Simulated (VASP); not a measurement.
# IrO (F-43m) in VASP: notebook, part 2 of 2

VASP 6.6.1. The steps go on from the part before.

## (3) Single point, r2SCAN

This run uses another cell than the first one, of 12.70 Å³/atom, 1.116 times its volume.

The input, POSCAR:

```
IrO
1.0
    0.0000000000      2.3328508508      2.3328508508
    2.3328508508      0.0000000000      2.3328508508
    2.3328508508      2.3328508508      0.0000000000
Ir O
1 1
Direct
    0.0000000000      0.0000000000      0.0000000000
    0.2500000000      0.2500000000      0.2500000000
```

The input, INCAR.step1:

```
PREC = Accurate
ENCUT = 520
ISMEAR = 0
SIGMA = 0.1
LREAL = False
LASPH = True
NELM = 60
NBANDS = 14
GGA = PE
ALGO = Normal
EDIFF = 1E-4
LWAVE = True
LCHARG = False
```

The input, INCAR.step2:

```
PREC = Accurate
ENCUT = 520
EDIFF = 1E-6
ISMEAR = 0
SIGMA = 0.1
LREAL = False
LASPH = True
NELM = 60
ALGO = Normal
ISIF = 2
LWAVE = False
LCHARG = True
METAGGA = R2SCAN
LMIXTAU = True
LELF = True
LVHAR = True
NBANDS = 14
ISTART = 1
```

The input, KPOINTS:

```
Automatic mesh
0
Gamma
  16 16 16
```

Potentials or basis: VASP PAW PBE potentials, release 64 (Ir, O).

Run with:

```sh
> cat potpaw_PBE.64/Ir/POTCAR potpaw_PBE.64/O/POTCAR > POTCAR
> cp INCAR.step1 INCAR
> mpirun -np 1 vasp_std > vasp.out
> cp INCAR.step2 INCAR
> mpirun -np 1 vasp_std > vasp.out
```

OUTCAR:

```text
PREC = Accurate
   ENCUT = 520
   EDIFF = 1E-6
   ISMEAR = 0
   LREAL = False
   LASPH = True
   NELM = 60
   ISIF = 2
   METAGGA = R2SCAN
   ISTART = 1

 ion  position               nearest neighbor table
   1  0.000  0.000  0.000-   2 2.02   2 2.02   2 2.02   2 2.02
   2  0.250  0.250  0.250-   1 2.02   1 2.02   1 2.02   1 2.02

  LATTYP: Found a face centered cubic cell.
 ALAT       =     4.6657017016

  Lattice vectors:

 A1 = (   0.0000000000,   2.3328508508,   2.3328508508)
 A2 = (   2.3328508508,   0.0000000000,   2.3328508508)
 A3 = (   2.3328508508,   2.3328508508,   0.0000000000)

Analysis of symmetry for initial positions (statically):
=====================================================================
 Subroutine PRICEL returns:
 Original cell was already a primitive cell.

 Routine SETGRP: Setting up the symmetry group for a
 face centered cubic supercell.

 Subroutine GETGRP returns: Found 24 space group operations
 (whereof 24 operations were pure point group operations)
 out of a pool of 48 trial point group operations.

The static configuration has the point symmetry T_d .

Analysis of symmetry for dynamics (positions and initial velocities):
=====================================================================
 Subroutine PRICEL returns:
 Original cell was already a primitive cell.

 Routine SETGRP: Setting up the symmetry group for a
 face centered cubic supercell.

 Subroutine GETGRP returns: Found 24 space group operations
 (whereof 24 operations were pure point group operations)
 out of a pool of 48 trial point group operations.

The dynamic configuration has the point symmetry T_d .

 Subroutine INISYM returns: Found 24 space group operations
 (whereof 24 operations are pure point group operations),
 and found     1 'primitive' translations

----------------------------------------------------------------------------------------

[... 116 lines left out ...]
   LORBIT       =      0    0 simple, 1 ext, 2 COOP (PROOUT), +10 PAW based schemes
   METAGGA = R2SCAN    functional components
   LHFCALC =     F    Hartree Fock is set to
   AEXX    =    0.0000 exact exchange contribution
   IVDW    =     0    specifies the selected vdW correction
   LEPSILON=     F    determine dielectric tensor
   LRPA    =     F    only Hartree local field effects (RPA)
 non-spin polarized calculation
 Gauss-broadening in eV      SIGMA  =   0.10
  energy-cutoff  :      520.00
  volume of cell :       25.39
 maximum number of plane-waves:       701
 NGX is ok and might be reduce to    28
   NGX = 13   NGY = 13   NGZ = 13

 number of electron      15.0000000 magnetization

 Free energy of the ion-electron system (eV)
  ---------------------------------------------------
  ext. energy  EPLUGINS =         0.00000000
  ---------------------------------------------------
  free energy    TOTEN  =       -56.92366227 eV

  energy without entropy =      -56.91532447  energy(sigma->0) =      -56.91949337

 E-fermi :   7.2632     XC(G=0): -13.0089

 val. band max:        7.2498878399   @ k =   0.5000   0.2500   0.1250
 cond. band min:       7.2635648795   @ k =  -0.3125   0.1875   0.0000
 fundamental gap:      0.0136770396
 Fermi energy:         7.2631792510

 k-point     1 :       0.0000    0.0000    0.0000
  band No.  band energies     occupation
      1     -16.1674      2.00000
      2      -1.9065      2.00000
      3      -1.9065      2.00000
      4      -1.9065      2.00000
      5       4.4754      2.00000
      6       4.4754      2.00000
      7       4.5775      2.00000
      8       9.0611      0.00000
      9       9.0611      0.00000
     10       9.0612      0.00000
     11      21.2100      0.00000
     12      21.2100      0.00000
     13      21.2100      0.00000
     14      24.6510      0.00000
[... 377 lines left out ...]
      1     -16.1120      2.00000
      2      -2.0250      2.00000
      3      -1.8519      2.00000
      4      -1.8188      2.00000
      5       4.3640      2.00000
      6       4.4830      2.00000
      7       5.0759      2.00000
      8       8.8056      0.00000
      9       8.9679      0.00000
     10       9.0850      0.00000
     11      19.8761      0.00000
     12      20.8767      0.00000
     13      21.6287      0.00000
     14      25.1735      0.00000

 [... further k-points ...]
[... 5 lines left out ...]
  --------------------------------------------------------------------------------------
  -------------------------------------------------------------------------------------
  Total        1.8739510      1.8739510      1.8739510     -0.0000000      0.0000000      0.0000000
  in kB      118.2436687    118.2436687    118.2436687     -0.0000000      0.0000000      0.0000000
  external PRESSURE =     118.2436687 kB  Pullay stress =       0.0000000 kB

 VOLUME and BASIS-vectors are now :
 -----------------------------------------------------------------------------
  energy-cutoff  :      520.00
  volume of cell :       25.39
      direct lattice vectors                 reciprocal lattice vectors
     0.000000000  2.332850851  2.332850851    -0.214330033  0.214330033  0.214330033
     2.332850851  0.000000000  2.332850851     0.214330033 -0.214330033  0.214330033
     2.332850851  2.332850851  0.000000000     0.214330033  0.214330033 -0.214330033

 POSITION                                       TOTAL-FORCE (eV/Angst)
 -----------------------------------------------------------------------------------
      0.00000      0.00000      0.00000        -0.000000     -0.000000     -0.000000
      1.16643      1.16643      1.16643         0.000000      0.000000      0.000000
 -----------------------------------------------------------------------------------
    total drift:                               -0.000001     -0.000001     -0.000001

  FREE ENERGIE OF THE ION-ELECTRON SYSTEM (eV)
  ---------------------------------------------------
  free  energy   TOTEN  =       -56.9236622724 eV

  energy  without entropy=      -56.9153244716  energy(sigma->0) =      -56.91949337
```

OUTCAR.step1:

```text
PREC = Accurate
   ENCUT = 520
   ISMEAR = 0
   LREAL = False
   LASPH = True
[... 630 lines left out ...]
      0.00000      0.00000      0.00000        -0.000000     -0.000000     -0.000000
      1.16643      1.16643      1.16643         0.000000      0.000000      0.000000
 -----------------------------------------------------------------------------------
    total drift:                                0.000000      0.000000      0.000000

  FREE ENERGIE OF THE ION-ELECTRON SYSTEM (eV)
  ---------------------------------------------------
  free  energy   TOTEN  =       -12.3691179347 eV

  energy  without entropy=      -12.3603775481  energy(sigma->0) =      -12.36474774
```

It took 97 s on 1 thread of Intel Xeon 6975P-C (Granite Rapids), shared host; peak memory 0.21 GiB.

What came out:

| Item | Value |
| --- | --- |
| Free energy | -56.9237 eV |
| Pressure | 11.8 GPa |

Levels at points of the mesh, in eV from the Fermi level:
```tsv
k point	band 5	band 6	band 7	band 8	band 9	band 10
(0.00, 0.00, 0.00)	-2.79	-2.79	-2.69	1.80	1.80	1.80
(0.50, 0.00, 0.00)	-2.47	-2.36	-2.36	0.48	0.48	3.53
(0.50, 0.50, 0.00)	-3.92	-2.09	-1.83	-0.57	-0.57	6.69
```

Caveat: the PAW data sets were made with another functional, which shifts forces and pressure a little; spin-orbit coupling is left out, which moves the levels of the heavy elements; an odd number of electrons without spin polarisation forces a metal; a magnetic or distorted state may lie lower.
